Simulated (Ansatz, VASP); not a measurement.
**Two plane-wave programs on Re**

```xyz
1
Lattice="0.0000 1.9647 1.9647 1.9647 0.0000 1.9647 1.9647 1.9647 0.0000" Properties=species:S:1:pos:R:3 pbc="T T T"
Re    0.0000    0.0000    0.0000
```

Alike in both runs: functional RPBE; k mesh 14 × 14 × 14; occupations fermi-dirac, width 0.1 eV; no spin polarisation.

Ansatz relaxed the structure, and its values are those at the end. VASP's run is a single point on that final structure, the one shown.

```csv
,VASP,Ansatz
version,VASP 6.6.1,Ansatz 0.2.0
potentials or method,"VASP PAW PBE potentials, release 64 (Re), cutoff 520 eV","plane waves (420 eV) with PAW, scalar-relativistic"
valence electrons in the cell,7,15
```

VASP gave:

```
pressure (GPa) : -0.8
```

Question: What did Ansatz give for the same quantities?

Answer: Pressure (GPa): 0.0.

VASP's potentials were made for PBE, not for RPBE. VASP's potentials hold 7 valence electrons a cell and Ansatz's 15, so a difference there can come from the potentials and not from the codes.

Spin-orbit coupling is off throughout.
